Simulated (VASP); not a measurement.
# Tb (Im-3m) in VASP: density of states with revPBE

Aim: the density of states of Tb with revPBE.

Program: VASP 6.6.1. These are calculated values, not measurements. Logs are shortened: lines on timing, memory, paths and dates and some standing lists are left out, and cuts for length are marked.

## Step 1: The cell of the first run

It takes space group Im-3m (No. 229, cubic). Conventional cell: a = 4.020 Å, b = 4.020 Å, c = 4.020 Å, α = 90.00°, β = 90.00°, γ = 90.00°. Within 4.6 Å of Tb (site symmetry m-3m) lie 14 Tb at 3.48 to 4.02 Å.

## Step 2: Density of states, revPBE, collinear spin, ferromagnetic start

POSCAR reads:

```
Tb
1.0
   -2.0100000000      2.0100000000      2.0100000000
    2.0100000000     -2.0100000000      2.0100000000
    2.0100000000      2.0100000000     -2.0100000000
Tb
1
Direct
    0.0000000000      0.0000000000      0.0000000000
```

INCAR.step1 reads:

```
ALGO     = Normal         # electronic algorithm
EDIFF    = 1E-6           # SCF threshold, eV
ENCUT    = 520            # plane-wave cutoff, eV
GGA      = RE             # functional
ISIF     = 2              # what is computed and relaxed
ISMEAR   = 1              # smearing method
ISPIN    = 2              # spin polarisation
LASPH    = T              # aspherical terms in the spheres
LCHARG   = T              # write CHGCAR
LMAXMIX  = 6              # l up to which the mixer works
LREAL    = F              # projectors in reciprocal space
LWAVE    = F              # write WAVECAR
MAGMOM   = 6              # initial moments
NBANDS   = 14             # bands
NELM     = 150            # most SCF steps
PREC     = Accurate       # precision mode
SIGMA    = 0.1            # smearing width, eV
```

KPOINTS.step1 reads:

```
k-points
0
Gamma
  9 9 9
```

INCAR.step2 reads:

```
ALGO     = Normal         # electronic algorithm
EDIFF    = 1E-6           # SCF threshold, eV
ENCUT    = 520            # plane-wave cutoff, eV
GGA      = RE             # functional
ICHARG   = 11             # starting density
ISIF     = 2              # what is computed and relaxed
ISMEAR   = -5             # smearing method
ISPIN    = 2              # spin polarisation
LASPH    = T              # aspherical terms in the spheres
LCHARG   = F              # write CHGCAR
LMAXMIX  = 6              # l up to which the mixer works
LORBIT   = 11             # projections on sites
LREAL    = F              # projectors in reciprocal space
LWAVE    = F              # write WAVECAR
MAGMOM   = 6              # initial moments
NEDOS    = 2001           # points of the DOS
NELM     = 150            # most SCF steps
PREC     = Accurate       # precision mode
SIGMA    = 0.1            # smearing width, eV
```

KPOINTS.step2 reads:

```
k-points
0
Gamma
  14 14 14
```

Potentials or basis: VASP PAW PBE potentials, release 64 (Tb_3), 4f in core.

Launch:

```bash
> cat potpaw_PBE.64/Tb_3/POTCAR > POTCAR
> cp INCAR.step1 INCAR
> cp KPOINTS.step1 KPOINTS
> mpirun -np 1 vasp_std > vasp.out
> cp INCAR.step2 INCAR
> cp KPOINTS.step2 KPOINTS
> mpirun -np 1 vasp_std > vasp.out
```

OUTCAR:

```text
EDIFF = 1E-6
   ENCUT = 520
   GGA = RE
   ICHARG = 11
   ISIF = 2
   ISMEAR = -5
   ISPIN = 2
   LASPH = T
   LORBIT = 11
   LREAL = F
   NELM = 150
   PREC = Accurate

 ion  position               nearest neighbor table
   1  0.000  0.000  0.000-

  LATTYP: Found a body centered cubic cell.
 ALAT       =     4.0200000000

  Lattice vectors:

 A1 = (  -2.0100000000,   2.0100000000,   2.0100000000)
 A2 = (   2.0100000000,  -2.0100000000,   2.0100000000)
 A3 = (   2.0100000000,   2.0100000000,  -2.0100000000)

Analysis of symmetry for initial positions (statically):
=====================================================================
 Subroutine PRICEL returns:
 Original cell was already a primitive cell.

 Routine SETGRP: Setting up the symmetry group for a
 body centered cubic supercell.

 Subroutine GETGRP returns: Found 48 space group operations
 (whereof 48 operations were pure point group operations)
 out of a pool of 48 trial point group operations.

The static configuration has the point symmetry O_h .

Analysis of symmetry for dynamics (positions and initial velocities):
=====================================================================
 Subroutine PRICEL returns:
 Original cell was already a primitive cell.

 Routine SETGRP: Setting up the symmetry group for a
 body centered cubic supercell.

 Subroutine GETGRP returns: Found 48 space group operations
 (whereof 48 operations were pure point group operations)
 out of a pool of 48 trial point group operations.

The dynamic configuration has the point symmetry O_h .

Analysis of structural, dynamic, and magnetic symmetry:
=====================================================================
 Subroutine PRICEL returns:
 Original cell was already a primitive cell.

 Routine SETGRP: Setting up the symmetry group for a
 body centered cubic supercell.

 Subroutine GETGRP returns: Found 48 space group operations
 (whereof 48 operations were pure point group operations)
 out of a pool of 48 trial point group operations.

The overall configuration has the point symmetry O_h .

 Subroutine INISYM returns: Found 48 space group operations
 (whereof 48 operations are pure point group operations),
 and found     1 'primitive' translations

----------------------------------------------------------------------------------------

                                     Primitive cell

  volume of cell :      32.4824

  direct lattice vectors                    reciprocal lattice vectors
    -2.010000000  2.010000000  2.010000000     0.000000000  0.248756219  0.248756219
     2.010000000 -2.010000000  2.010000000     0.248756219  0.000000000  0.248756219
     2.010000000  2.010000000 -2.010000000     0.248756219  0.248756219  0.000000000

  length of vectors
     3.481422123  3.481422123  3.481422123     0.351794419  0.351794419  0.351794419

  position of ions in fractional coordinates (direct lattice)
     0.000000000  0.000000000  0.000000000

  ion indices of the primitive-cell ions
   primitive index   ion index
                 1           1

----------------------------------------------------------------------------------------

 KPOINTS: k-points

Automatic generation of k-mesh.
 Grid dimensions read from file:
 generate k-points for:   14   14   14

 Generating k-lattice:

  Cartesian coordinates                     Fractional coordinates (reciprocal lattice)
     0.000000000  0.017768301  0.017768301     0.071428571  0.000000000  0.000000000
     0.017768301  0.000000000  0.017768301     0.000000000  0.071428571  0.000000000
     0.017768301  0.017768301  0.000000000     0.000000000  0.000000000  0.071428571

  Length of vectors
     0.025128173  0.025128173  0.025128173

  Shift w.r.t. Gamma in fractional coordinates (k-lattice)
     0.000000000  0.000000000  0.000000000

 TETIRR: Found   3105 inequivalent tetrahedra from    16464

 Subroutine IBZKPT returns following result:
 ===========================================

 Found    104 irreducible k-points:

 Following reciprocal coordinates:
            Coordinates               Weight
  0.000000  0.000000  0.000000      1.000000
  0.071429  0.000000  0.000000     12.000000
  0.142857  0.000000  0.000000     12.000000
  0.214286  0.000000  0.000000     12.000000
  0.285714  0.000000  0.000000     12.000000
  0.357143  0.000000  0.000000     12.000000
[... 16 lines left out ...]
  0.285714  0.285714  0.000000     24.000000
  0.357143  0.285714  0.000000     24.000000
 [... further k-points ...]
   k-points           NKPTS =    104   k-points in BZ     NKDIM =    104   number of bands    NBANDS=     11
   number of dos      NEDOS =   2001   number of ions     NIONS =      1
   total plane-waves  NPLWV =  21952
   dimension x,y,z NGX =    28 NGY =   28 NGZ =   28
   dimension x,y,z NGXF=    56 NGYF=   56 NGZF=   56
   ions per type =               1
   NGX,Y,Z   is equivalent  to a cutoff of  13.37, 13.37, 13.37 a.u.
   NGXF,Y,Z  is equivalent  to a cutoff of  26.74, 26.74, 26.74 a.u.
 SYSTEM =  unknown system
   PREC   = accura    normal or accurate (medium, high low for compatibility)
   ISTART =      0    job   : 0-new  1-cont  2-samecut
   ICHARG =     11    charge: 1-file 2-atom 10-const
   ISPIN  =      2    spin polarized calculation?
   LNONCOLLINEAR =      F non collinear calculations
   LSORBIT =      F    spin-orbit coupling
   LASPH  =      T    aspherical Exc in radial PAW
   ENCUT  =  520.0 eV  38.22 Ry    6.18 a.u.   6.47  6.47  6.47*2*pi/ulx,y,z
   NELM   =    150;   NELMIN=  2; NELMDL=  0     # of ELM steps
   EDIFF  = 0.1E-05   stopping-criterion for ELM
   LREAL  =      F    real-space projection
   EDIFFG = 0.1E-04   stopping-criterion for IOM
   NSW    =      0    number of steps for IOM
   IBRION =     -1    ionic relax: 0-MD 1-quasi-New 2-CG
   NFREE  =      0    steps in history (QN), initial steepest desc. (CG)
   ISIF   =      2    stress and relaxation
   ISYM   =      2    0-nonsym 1-usesym 2-fastsym
   POTIM  = 0.5000    time-step for ionic-motion
   TEBEG  =    0.0;   TEEND  =   0.0 temperature during run
   PSTRESS=    0.0 pullay stress
   NELECT =       9.0000    total number of electrons
   NUPDOWN=      -1.0000    fix difference up-down
   EMIN   =  10.00;   EMAX   =-10.00  energy-range for DOS
   EFERMI =   0.00;   METHOD = LEGACY
   ISMEAR =    -5;   SIGMA  =   0.10  broadening in eV -4-tet -1-fermi 0-gaus
   EFERMI_NEDOS =   21; number of points for ismear=-14 and -15
   IALGO  =     38    algorithm
   IMIX   =      4    mixing-type and parameters
     AMIX     =   0.40;   BMIX     =  1.00
     AMIX_MAG =   1.60;   BMIX_MAG =  1.00
  volume/ion in A,a.u.               =      32.48       219.20
  Fermi-wavevector in a.u.,A,eV,Ry     =   1.067267  2.016842 15.497827  1.139058
  Thomas-Fermi vector in A             =   2.202878
   LORBIT       =     11    0 simple, 1 ext, 2 COOP (PROOUT), +10 PAW based schemes
   GGA     = RE    functional components
   LHFCALC =     F    Hartree Fock is set to
   AEXX    =    0.0000 exact exchange contribution
   IVDW    =     0    specifies the selected vdW correction
   LEPSILON=     F    determine dielectric tensor
   LRPA    =     F    only Hartree local field effects (RPA)
 spin polarized calculation
 Fermi weights with tetrahedron method with Bloechl corrections
  energy-cutoff  :      520.00
  volume of cell :       32.48
 maximum number of plane-waves:       911
 NGX is ok and might be reduce to    28

 number of electron       8.9999999 magnetization       0.5999998

 Free energy of the ion-electron system (eV)
  ---------------------------------------------------
  ext. energy  EPLUGINS =         0.00000000
  ---------------------------------------------------
  free energy    TOTEN  =        -4.13742424 eV

  energy without entropy =       -4.13742424  energy(sigma->0) =       -4.13742424

 E-fermi :   3.3900     XC(G=0):  -9.6955

 val. band max:        3.4282038384   @ k =  -0.4286   0.4286   0.1429
 cond. band min:       3.3605160932   @ k =  -0.3571  -0.3571   0.0714
 fundamental gap:     -0.0676877452
 Fermi energy:         3.3899939392

 spin component 1

 k-point     1 :       0.0000    0.0000    0.0000
  band No.  band energies     occupation
      1     -19.1242      1.00000
      2     -19.1242      1.00000
      3     -19.1242      1.00000
      4      -1.8965      1.00000
      5       4.8702      0.00000
      6       4.8702      0.00000
      7       4.8702      0.00000
      8       7.1338      0.00000
      9       7.1338      0.00000
     10      13.4622      0.00000
     11      13.4627      0.00000

 k-point     2 :       0.0714    0.0000    0.0000
  band No.  band energies     occupation
      1     -19.1615      1.00000
      2     -19.1356      1.00000
      3     -19.1243      1.00000
      4      -1.7478      1.00000
      5       4.7571      0.00000
      6       4.8207      0.00000
      7       5.0188      0.00000
      8       6.9448      0.00000
      9       7.1272      0.00000
     10      13.6192      0.00000
     11      13.7623      0.00000
[... 295 lines left out ...]
 k-point    24 :       0.3571    0.2857    0.0000
  band No.  band energies     occupation
      1     -19.6595      1.00000
      2     -19.5522      1.00000
      3     -19.2110      1.00000
      4       2.2625      1.00000
      5       3.0629      1.00029
      6       3.2683      0.94625
      7       7.2446      0.00000
      8       7.6624      0.00000
      9       9.7167      0.00000
     10      11.6208      0.00000
     11      12.6759      0.00000

 [... further k-points ...]

 spin component 2

 k-point     1 :       0.0000    0.0000    0.0000
  band No.  band energies     occupation
      1     -18.9673      1.00000
      2     -18.9673      1.00000
      3     -18.9673      1.00000
      4      -1.3742      1.00000
      5       5.3226      0.00000
      6       5.3226      0.00000
      7       5.3226      0.00000
      8       7.3398      0.00000
      9       7.3398      0.00000
     10      14.0279      0.00000
     11      14.0302      0.00000

 k-point     2 :       0.0714    0.0000    0.0000
  band No.  band energies     occupation
      1     -19.0031      1.00000
      2     -18.9783      1.00000
      3     -18.9675      1.00000
      4      -1.2265      1.00000
      5       5.2123      0.00000
      6       5.2743      0.00000
      7       5.4687      0.00000
      8       7.1658      0.00000
      9       7.3378      0.00000
     10      14.1806      0.00000
     11      14.2143      0.00000
[... 295 lines left out ...]
 k-point    24 :       0.3571    0.2857    0.0000
  band No.  band energies     occupation
      1     -19.4822      1.00000
      2     -19.3789      1.00000
      3     -19.0512      1.00000
      4       2.7528      1.00000
      5       3.5130     -0.02000
      6       3.7148     -0.00010
      7       7.5572      0.00000
      8       7.9566      0.00000
      9      10.1895      0.00000
     10      11.9258      0.00000
     11      12.9971      0.00000

 [... further k-points ...]

------------------------ aborting loop because EDIFF is reached ----------------------------------------

  FORCE on cell =-STRESS in cart. coord.  units (eV):
  Direction    XX          YY          ZZ          XY          YZ          ZX
  --------------------------------------------------------------------------------------
  -------------------------------------------------------------------------------------
  Total        0.2355452      0.2355452      0.2355452      0.0000000     -0.0000000      0.0000000
  in kB       11.6181430     11.6181430     11.6181430      0.0000000     -0.0000000      0.0000000
  external PRESSURE =      11.6181430 kB  Pullay stress =       0.0000000 kB

 VOLUME and BASIS-vectors are now :
 -----------------------------------------------------------------------------
  energy-cutoff  :      520.00
  volume of cell :       32.48
      direct lattice vectors                 reciprocal lattice vectors
    -2.010000000  2.010000000  2.010000000     0.000000000  0.248756219  0.248756219
     2.010000000 -2.010000000  2.010000000     0.248756219  0.000000000  0.248756219
     2.010000000  2.010000000 -2.010000000     0.248756219  0.248756219  0.000000000

 POSITION                                       TOTAL-FORCE (eV/Angst)
 -----------------------------------------------------------------------------------
      0.00000      0.00000      0.00000        -0.000000      0.000000      0.000000
 -----------------------------------------------------------------------------------
    total drift:                               -0.000000     -0.000000      0.000000

  FREE ENERGIE OF THE ION-ELECTRON SYSTEM (eV)
  ---------------------------------------------------
  free  energy   TOTEN  =        -4.1374242395 eV

  energy  without entropy=       -4.1374242395  energy(sigma->0) =       -4.13742424

 total charge

# of ion       s       p       d       tot
------------------------------------------
    1        0.390   6.294   1.096   7.780

 magnetization (x)

# of ion       s       p       d       tot
------------------------------------------
    1        0.003   0.090   0.307   0.399
```

Run time: 39 s. Hardware: 1 thread of Intel Xeon 6975P-C (Granite Rapids), shared host; peak memory 0.2 GiB.

Results:

```yaml
Net_moment: 0.60 μB per cell
Site_moments: Tb +0.40 μB
Valence_electrons_inside_the_program's_atomic_spheres: Tb 7.78
```

Caveat: the magnetic or orbital state may not be the lowest; the PAW data sets were made with another functional, which shifts forces and pressure a little; spin-orbit coupling is left out, which moves the levels of the heavy elements; the 4f electrons are frozen in the core, so they carry no moment and show no levels; tetrahedron occupations give inexact forces and stress in metals. The state reached can hang on the start; a lower one may exist.
